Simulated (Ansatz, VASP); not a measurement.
# Two plane-wave programs on LaTeN

Contents of INCAR:

```
SYSTEM = LaTeN
  PREC = Accurate
  ENCUT = 520
  EDIFF = 1E-7
  ISMEAR = -1
  SIGMA = 0.0322
  LREAL = .FALSE.
  LASPH = .TRUE.
  NELM = 60
  ALGO = Normal
  ISIF = 2
  LWAVE = .FALSE.
  LCHARG = .FALSE.
  GGA = PE
  ISYM = 0
  NBANDS = 43
```

Contents of KPOINTS:

```
Automatic mesh
0
G
  3 3 4
  0 0 0
```

The input POSCAR:

```
LaTeN
1.0
    7.5941980000      0.0000000000      0.0000000000
   -3.7970990000      6.5767700000      0.0000000000
    0.0000000000      0.0000000000      4.2408390000
N Te La
3 3 3
Direct
    0.0000000000      0.0000000000      0.5000000000
    0.3333000000      0.6667000000      0.0000000000
    0.6667000000      0.3333000000      0.0000000000
    0.2450000000      0.0000000000      0.0000000000
    0.7550000000      0.7550000000      0.0000000000
    0.0000000000      0.2450000000      0.0000000000
    0.5850000000      0.0000000000      0.5000000000
    0.4150000000      0.4150000000      0.5000000000
    0.0000000000      0.5850000000      0.5000000000
```

Input for Ansatz:

```yaml
crystal:
  lattice:
    - [7.594198, 0.0, 0.0]
    - [-3.797099, 6.57677, 0.0]
    - [0.0, 0.0, 4.240839]
  atoms:
    - { symbol: "N", position: [0.0, 0.0, 0.5] }
    - { symbol: Te, position: [0.245, 0.0, 0.0] }
    - { symbol: Te, position: [0.755, 0.755, 0.0] }
    - { symbol: Te, position: [0.0, 0.245, 0.0] }
    - { symbol: "N", position: [0.3333, 0.6667, 0.0] }
    - { symbol: "N", position: [0.6667, 0.3333, 0.0] }
    - { symbol: La, position: [0.585, 0.0, 0.5] }
    - { symbol: La, position: [0.415, 0.415, 0.5] }
    - { symbol: La, position: [0.0, 0.585, 0.5] }
  symmetry: { detect: false }
kpoints:
  mp_grid: { grid: [3, 3, 4], shift: [0, 0, 0] }
magnetization:
  spin_polarized: false
scf:
  occupations: { method: fermi_dirac, width: 0.0322 }
hamiltonian:
  pseudopotentials: { kind: paw }
  xc: pbe
basis:
  ecutwfc: "450 eV"
output:
  forces: true
  stress: true
  eigenvalues: true
  write_density: true
  write_potential: true
  elf: true
  volumetric_format: npy
```

Alike in both runs: task single point; functional PBE; k mesh 3 × 3 × 4; occupations fermi-dirac, width 0.0322 eV; no spin polarisation.

```csv
,VASP,Ansatz
version,VASP 6.6.1,Ansatz 0.2.0
potentials or method,"VASP PAW PBE potentials, release 64 (N, Te, La), cutoff 520 eV",PAW plane waves
valence electrons in the cell,66,96
```

```tsv
	VASP	Ansatz	Ansatz less VASP
gap on the k mesh at the Fermi level (eV)	none	none	-
pressure (GPa)	-7.3	-7.2	+0.12
rms of the force components (eV/Å)	0.510	0.511	+0.0006
```

A gap of «none» marks a metal or a gap that the smearing closes. With one functional, cell and mesh, what is left measures potentials, basis and numerics. VASP's potentials hold 66 valence electrons a cell and Ansatz's 96, so a difference there can come from the potentials and not from the codes.

The k mesh is coarse, so the values compare programs but aren't converged. Spin-orbit coupling is off throughout.
